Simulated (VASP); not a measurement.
# Cr (P6_3/mmc) in VASP: settings compared

Aim: see how the results for Cr move with the level of theory and the settings. Levels: PBEsol+U, LDA. Tasks: single point, elastic constants.

All numbers are computed with VASP 6.6.1; they aren't measurements. Logs are shortened: lines on timing, memory, paths and dates and some standing lists are left out, and cuts for length are marked.

## (1) The cell of the first run

Symmetry: P6_3/mmc, No. 194, hexagonal system. The conventional cell has a = 2.714 Å, b = 2.714 Å, c = 4.410 Å, α = 90.00°, β = 90.00°, γ = 120.00°. Cr (site symmetry -6m2) has 12 Cr at 2.71 Å within 3.6 Å.

This isn't the form of Cr at room conditions, which is bcc.

## (2) Single point, PBEsol+U, collinear spin, antiferromagnetic start

INCAR reads:

```
ALGO = Normal
EDIFF = 1E-6
ENCUT = 700
GGA = PS
GGA_COMPAT = False
ISIF = 2
ISMEAR = -5
ISPIN = 2
LASPH = True
LCHARG = False
LDAU = True
LDAUJ = 0
LDAUL = 2
LDAUPRINT = 1
LDAUTYPE = 2
LDAUU = 4
LMAXMIX = 4
LORBIT = 11
LREAL = False
LWAVE = False
MAGMOM = 3 -3
NBANDS = 25
NELM = 200
PREC = Accurate
SIGMA = 0.1
```

KPOINTS reads:

```
k-points
0
Gamma
  11 11 6
```

POSCAR reads:

```
Cr
1.0
    2.7140000000      0.0000000000      0.0000000000
   -1.3570000000      2.3503929459      0.0000000000
    0.0000000000      0.0000000000      4.4100000000
Cr
2
Direct
    0.6666666667      0.3333333333      0.7500000000
    0.3333333333      0.6666666667      0.2500000000
```

Potentials or basis: VASP PAW PBE potentials, release 64 (Cr_sv).

Launch:

```console
cat potpaw_PBE.64/Cr_sv/POTCAR > POTCAR
mpirun -np 1 vasp_std > vasp.out
```

OUTCAR:

```text
EDIFF = 1E-6
   ENCUT = 700
   GGA = PS
   ISIF = 2
   ISMEAR = -5
   ISPIN = 2
   LASPH = True
   LORBIT = 11
   LREAL = False
   NELM = 200
   PREC = Accurate

 ion  position               nearest neighbor table
   1  0.667  0.333  0.750-   2 2.71   2 2.71   2 2.71   2 2.71   2 2.71   2 2.71
   2  0.333  0.667  0.250-   1 2.71   1 2.71   1 2.71   1 2.71   1 2.71   1 2.71

  LATTYP: Found a hexagonal cell.
 ALAT       =     2.7140000000
 C/A-ratio  =     1.6249078850

  Lattice vectors:

 A1 = (   2.7140000000,   0.0000000000,   0.0000000000)
 A2 = (  -1.3570000000,   2.3503929459,   0.0000000000)
 A3 = (   0.0000000000,   0.0000000000,   4.4100000000)

Analysis of symmetry for initial positions (statically):
=====================================================================
 Subroutine PRICEL returns:
 Original cell was already a primitive cell.

 Routine SETGRP: Setting up the symmetry group for a
 hexagonal supercell.

 Subroutine GETGRP returns: Found 24 space group operations
 (whereof 12 operations were pure point group operations)
 out of a pool of 24 trial point group operations.

The static configuration has the point symmetry D_3d.
 The point group associated with its full space group is D_6h.

Analysis of symmetry for dynamics (positions and initial velocities):
=====================================================================
 Subroutine PRICEL returns:
 Original cell was already a primitive cell.

 Routine SETGRP: Setting up the symmetry group for a
 hexagonal supercell.

 Subroutine GETGRP returns: Found 24 space group operations
 (whereof 12 operations were pure point group operations)
 out of a pool of 24 trial point group operations.

The dynamic configuration has the point symmetry D_3d.
 The point group associated with its full space group is D_6h.

Analysis of structural, dynamic, and magnetic symmetry:
[... 207 lines left out ...]
 -0.0000  0.7592 -0.0000  0.0000  0.0000
 -0.0000 -0.0000  0.6379 -0.0000  0.0000
 -0.0000  0.0000 -0.0000  0.7592 -0.0000
  0.0000  0.0000  0.0000 -0.0000  0.6842

 occupancies and eigenvectors

  o =  0.0350  v =  0.9909 -0.0000 -0.0000  0.0000  0.1345  0.0000  0.0000  0.0000  0.0000  0.0000      0.0000  0.0000  0.0000  0.0000  0.0000  0.0000  0.0000  0.0000  0.0000  0.0000
  o =  0.0350  v =  0.1345  0.0000  0.0000 -0.0000 -0.9909  0.0000  0.0000  0.0000  0.0000  0.0000      0.0000  0.0000  0.0000  0.0000  0.0000  0.0000  0.0000  0.0000  0.0000  0.0000
  o =  0.0397  v = -0.0000  0.0000 -1.0000  0.0000 -0.0000  0.0000  0.0000  0.0000  0.0000  0.0000      0.0000  0.0000  0.0000  0.0000  0.0000  0.0000  0.0000  0.0000  0.0000  0.0000
  o =  0.0431  v =  0.0000 -0.0000 -0.0000 -1.0000  0.0000  0.0000  0.0000  0.0000  0.0000  0.0000      0.0000  0.0000  0.0000  0.0000  0.0000  0.0000  0.0000  0.0000  0.0000  0.0000
  o =  0.0431  v = -0.0000  1.0000  0.0000 -0.0000  0.0000  0.0000  0.0000  0.0000  0.0000  0.0000      0.0000  0.0000  0.0000  0.0000  0.0000  0.0000  0.0000  0.0000  0.0000  0.0000
  o =  0.6379  v =  0.0000  0.0000  0.0000  0.0000  0.0000  0.0000  0.0000 -1.0000  0.0000  0.0000      0.0000  0.0000  0.0000  0.0000  0.0000  0.0000  0.0000  0.0000  0.0000  0.0000
  o =  0.6842  v =  0.0000  0.0000  0.0000  0.0000  0.0000  0.0000 -0.0000  0.0000 -0.0000  1.0000      0.0000  0.0000  0.0000  0.0000  0.0000  0.0000  0.0000  0.0000  0.0000  0.0000
  o =  0.6842  v =  0.0000  0.0000  0.0000  0.0000  0.0000  1.0000  0.0000  0.0000  0.0000  0.0000      0.0000  0.0000  0.0000  0.0000  0.0000  0.0000  0.0000  0.0000  0.0000  0.0000
  o =  0.7592  v =  0.0000  0.0000  0.0000  0.0000  0.0000  0.0000 -0.0000  0.0000  1.0000  0.0000      0.0000  0.0000  0.0000  0.0000  0.0000  0.0000  0.0000  0.0000  0.0000  0.0000
  o =  0.7592  v =  0.0000  0.0000  0.0000  0.0000  0.0000  0.0000  1.0000  0.0000  0.0000  0.0000      0.0000  0.0000  0.0000  0.0000  0.0000  0.0000  0.0000  0.0000  0.0000  0.0000

 number of electron      27.9999988 magnetization       0.0000000

 Free energy of the ion-electron system (eV)
  ---------------------------------------------------
  ext. energy  EPLUGINS =         0.00000000
  ---------------------------------------------------
  free energy    TOTEN  =       -12.86535968 eV

  energy without entropy =      -12.86535968  energy(sigma->0) =      -12.86535968

 E-fermi :  11.6466     XC(G=0): -12.5050

 val. band max:       11.7532967898   @ k =   0.0909  -0.0000   0.0000
 cond. band min:      11.5567954995   @ k =   0.4545  -0.0000   0.5000
 fundamental gap:     -0.1965012903
 Fermi energy:        11.6466213396

 spin component 1

 k-point     1 :       0.0000    0.0000    0.0000
  band No.  band energies     occupation
      1     -60.7648      1.00000
      2     -57.1561      1.00000
      3     -32.2404      1.00000
      4     -32.0701      1.00000
      5     -32.0701      1.00000
      6     -28.6599      1.00000
[... 1337 lines left out ...]
     24      28.2591      0.00000
     25      29.9285      0.00000

 [... further k-points ...]
[... 5 lines left out ...]
  --------------------------------------------------------------------------------------
  -------------------------------------------------------------------------------------
  Total        5.4153635      5.4153635      0.5366248      0.0000000      0.0000000     -0.0000000
  in kB      308.4247960    308.4247960     30.5627500      0.0000000      0.0000000     -0.0000000
  external PRESSURE =     215.8041140 kB  Pullay stress =       0.0000000 kB

 VOLUME and BASIS-vectors are now :
 -----------------------------------------------------------------------------
  energy-cutoff  :      700.00
  volume of cell :       28.13
      direct lattice vectors                 reciprocal lattice vectors
     2.714000000  0.000000000  0.000000000     0.368459838  0.212730387  0.000000000
    -1.357000000  2.350392946  0.000000000     0.000000000  0.425460773  0.000000000
     0.000000000  0.000000000  4.410000000     0.000000000  0.000000000  0.226757370

 POSITION                                       TOTAL-FORCE (eV/Angst)
 -----------------------------------------------------------------------------------
      1.35700      0.78346      3.30750         0.000000      0.000000      0.000000
     -0.00000      1.56693      1.10250        -0.000000      0.000000     -0.000000
 -----------------------------------------------------------------------------------
    total drift:                               -0.000000      0.000000     -0.000000

  FREE ENERGIE OF THE ION-ELECTRON SYSTEM (eV)
  ---------------------------------------------------
  free  energy   TOTEN  =       -12.8653596848 eV

  energy  without entropy=      -12.8653596848  energy(sigma->0) =      -12.86535968

 total charge

# of ion       s       p       d       tot
------------------------------------------
    1        2.171   5.982   3.695  11.848
    2        2.171   5.982   3.695  11.848
--------------------------------------------------
tot          4.343  11.964   7.389  23.696

 magnetization (x)

# of ion       s       p       d       tot
------------------------------------------
    1        0.020   0.025   3.308   3.353
    2       -0.020  -0.025  -3.308  -3.353
--------------------------------------------------
tot          0.000   0.000   0.000   0.000
```

OSZICAR:

```text
N       E                     dE             d eps       ncg     rms          rms(c)
DAV:   1     0.609940169566E+03    0.60994E+03   -0.17538E+04  7121   0.449E+03
DAV:   2     0.356611464148E+02   -0.57428E+03   -0.55140E+03  7469   0.795E+02
DAV:   3    -0.787115518748E+01   -0.43532E+02   -0.42295E+02  8980   0.250E+02
DAV:   4    -0.125803987312E+02   -0.47092E+01   -0.46033E+01 12166   0.555E+01
DAV:   5    -0.132820332215E+02   -0.70163E+00   -0.70080E+00  9224   0.186E+01    0.186E+01
DAV:   6    -0.115795009841E+02    0.17025E+01   -0.16853E+01  8444   0.711E+01    0.187E+01
DAV:   7    -0.125724698469E+02   -0.99297E+00   -0.23830E+00 11480   0.209E+01    0.753E+00
DAV:   8    -0.127774562815E+02   -0.20499E+00   -0.70762E-01 10582   0.132E+01    0.419E+00
DAV:   9    -0.128591072005E+02   -0.81651E-01   -0.43721E-01  9552   0.107E+01    0.100E+00
DAV:  10    -0.128640549177E+02   -0.49477E-02   -0.19934E-02 11832   0.203E+00    0.513E-01
DAV:  11    -0.128650769744E+02   -0.10221E-02   -0.18601E-03 11511   0.684E-01    0.178E-01
DAV:  12    -0.128653370349E+02   -0.26006E-03   -0.53987E-04 11288   0.228E-01    0.883E-02
DAV:  13    -0.128653510925E+02   -0.14058E-04   -0.67137E-05 10128   0.137E-01    0.280E-02
DAV:  14    -0.128653567076E+02   -0.56151E-05   -0.11369E-05 10568   0.311E-02    0.114E-02
DAV:  15    -0.128653587004E+02   -0.19928E-05   -0.15470E-06  5047   0.146E-02    0.426E-03
DAV:  16    -0.128653596848E+02   -0.98438E-06   -0.72785E-07  4464   0.918E-03
   1 F= -.12865360E+02 E0= -.12865360E+02  d E =0.000000E+00  mag=     0.0000
```

Wall time 49 s (1 thread of Intel Xeon 6975P-C (Granite Rapids), shared host); peak memory 0.24 GiB.

What came out:

```
Free energy                                           : -12.8654 eV
Pressure                                              : 21.6 GPa
Band gap on the k mesh                                : zero (filled and empty bands overlap)
Net moment                                            : 0.00 μB per cell
Site moments                                          : Cr +3.35, -3.35 μB
Valence electrons inside the program's atomic spheres : Cr 11.85
```

Levels at points of the mesh, in eV from the Fermi level:
Spin up:
```
           k point  band 11  band 12  band 13  band 14  band 15  band 16  band 17  band 18
(0.00, 0.00, 0.00)    -2.23    -2.23    -1.25    -1.25    -0.38     0.76     3.19     3.19
(0.00, 0.00, 0.50)    -2.52    -2.26    -2.26    -1.29    -1.29     1.51     3.36     3.36
```
Spin down:
| k point | band 11 | band 12 | band 13 | band 14 | band 15 | band 16 | band 17 | band 18 |
| --- | --- | --- | --- | --- | --- | --- | --- | --- |
| (0.00, 0.00, 0.00) | -2.23 | -2.23 | -1.25 | -1.25 | -0.38 | 0.76 | 3.19 | 3.19 |
| (0.00, 0.00, 0.50) | -2.52 | -2.26 | -2.26 | -1.29 | -1.29 | 1.51 | 3.36 | 3.36 |

Eigenvalues of the final occupation matrices:
```
    site  spin  trace               eigenvalues
site 1 d     1   3.52  0.64 0.68 0.68 0.76 0.76
site 1 d     2   0.20  0.04 0.04 0.04 0.04 0.04
site 2 d     1   0.20  0.04 0.04 0.04 0.04 0.04
site 2 d     2   3.52  0.64 0.68 0.68 0.76 0.76
```

Caveat: the stress differs along the axes, from 3 to 31 GPa; the antiferromagnetic order is the one typed at the start, and another may lie lower; the PAW data sets were made with another functional, which shifts forces and pressure a little; the U is typed as a test and isn't derived for this compound; tetrahedron occupations give inexact forces and stress in metals.

## (3) Elastic constants, LDA, collinear spin, ferromagnetic start

INCAR reads:

```
  ALGO = Fast
  EDIFF = 1E-8
  ENCUT = 600
  GGA = CA
  IBRION = 6
  ISIF = 3
  ISMEAR = -1
  ISPIN = 2
  LASPH = T
  LCHARG = F
  LMAXMIX = 4
  LORBIT = 11
  LREAL = F
  LWAVE = F
  MAGMOM = 3 3
  NELM = 150
  NFREE = 2
  NSW = 1
  POTIM = 0.015
  PREC = Accurate
  SIGMA = 0.05
```

KPOINTS reads:

```
k-points
0
Gamma
  8 8 5
```

POSCAR is that of step 2.

Potentials or basis: VASP PAW LDA potentials, release 64 (Cr_pv).

Launch:

```console
cat potpaw_LDA.64/Cr_pv/POTCAR > POTCAR
mpirun -np 1 vasp_std > vasp.out
```

OUTCAR:

```text
EDIFF = 1E-8
   ENCUT = 600
   GGA = CA
   IBRION = 6
   ISIF = 3
   ISMEAR = -1
   ISPIN = 2
   LASPH = T
   LORBIT = 11
   LREAL = F
   NELM = 150
   NFREE = 2
   NSW = 1
   POTIM = 0.015
   PREC = Accurate

 ion  position               nearest neighbor table
[... 1564 lines left out ...]

 ELASTIC MODULI CONTR FROM IONIC RELAXATION (kBar)
 Direction    XX          YY          ZZ          XY          YZ          ZX
 --------------------------------------------------------------------------------
 XX          -0.0000     -0.0000     -0.0000      0.0000      0.0000      0.0000
 YY          -0.0000     -0.0000     -0.0000      0.0000      0.0000      0.0000
 ZZ          -0.0000     -0.0000     -0.0000      0.0000      0.0000      0.0000
 XY           0.0000      0.0000      0.0000     -0.0000     -0.0000      0.0000
 YZ           0.0000      0.0000      0.0000     -0.0000     -0.0000      0.0000
 ZX           0.0000      0.0000      0.0000      0.0000      0.0000      0.0000
 --------------------------------------------------------------------------------

 TOTAL ELASTIC MODULI (kBar)
 Direction    XX          YY          ZZ          XY          YZ          ZX
 --------------------------------------------------------------------------------
 XX        -300.1007   1733.8114   1370.0279      0.0000      0.0000      0.0000
 YY        1733.8114   -300.1007   1370.0279      0.0000      0.0000      0.0000
 ZZ        1370.0279   1370.0279    709.1341      0.0000     -0.0000      0.0000
 XY           0.0000      0.0000      0.0000  -1016.9560     -0.0000      0.0000
 YZ           0.0000      0.0000     -0.0000     -0.0000   -890.6987      0.0000
 ZX           0.0000      0.0000      0.0000      0.0000      0.0000   -890.6989
 --------------------------------------------------------------------------------

 total charge

# of ion       s       p       d       tot
------------------------------------------
    1        0.377   6.270   4.082  10.729
    2        0.377   6.270   4.082  10.729
--------------------------------------------------
tot          0.754  12.539   8.164  21.457

 magnetization (x)

# of ion       s       p       d       tot
------------------------------------------
    1        0.000   0.000   0.000   0.000
    2        0.000   0.000   0.000   0.000
--------------------------------------------------
tot          0.000   0.000   0.001   0.001
```

OSZICAR:

```text
N       E                     dE             d eps       ncg     rms          rms(c)
DAV:   1     0.257145510386E+03    0.25715E+03   -0.15192E+04  2280   0.165E+03
DAV:   2    -0.127506553278E+02   -0.26990E+03   -0.26464E+03  2304   0.455E+02
DAV:   3    -0.214923410218E+02   -0.87417E+01   -0.85786E+01  2400   0.969E+01
[... 337 lines left out ...]
RMM:  10    -0.194633416545E+02   -0.24576E-06   -0.26912E-06  3678   0.602E-03    0.234E-03
RMM:  11    -0.194633417593E+02   -0.10481E-06   -0.10567E-06  3472   0.386E-03    0.806E-04
RMM:  12    -0.194633417943E+02   -0.34985E-07   -0.38555E-07  3148   0.193E-03    0.602E-04
RMM:  13    -0.194633418087E+02   -0.14376E-07   -0.14164E-07  2733   0.113E-03    0.355E-04
RMM:  14    -0.194633418141E+02   -0.54879E-08   -0.45887E-08  2377   0.626E-04
  17 F= -.19463342E+02 E0= -.19438803E+02  d E =-.490783E-01  mag=     0.0008
```

It took 39 min on 1 thread of Intel Xeon 8259CL, shared host; peak memory 0.31 GiB.

Results:

```
Net moment                                            : 0.00 μB per cell
Valence electrons inside the program's atomic spheres : Cr 10.73
Voigt bulk modulus                                    : 101 GPa
Highest phonon frequency at Γ                         : 229 cm⁻¹
Most unstable mode                                    : 157i cm⁻¹
```

Phonon frequencies in cm⁻¹ (negative: imaginary):
| q point | frequencies |
| --- | --- |
| (0.000, 0.000, 0.000) | -157 -157 0 0 0 229 |

Elastic tensor in Voigt notation (GPa, in the Cartesian axes of the cell as first typed):
```
 -30  173  137    0    0    0
 173  -30  137    0    0    0
 137  137   71    0    0    0
   0    0    0  -89    0    0
   0    0    0    0  -89    0
   0    0    0    0    0 -102
```

Clamped-ion elastic tensor (GPa):
```
 -30  173  137    0    0    0
 173  -30  137    0    0    0
 137  137   71    0    0    0
   0    0    0  -89    0    0
   0    0    0    0  -89    0
   0    0    0    0    0 -102
```

Caveat: the cell is under stress, which shifts elastic constants; some modes are imaginary; the elastic tensor has a negative eigenvalue, so either the cell is unstable as it stands or the mesh is too thin; the moments typed at the start vanished in this run.
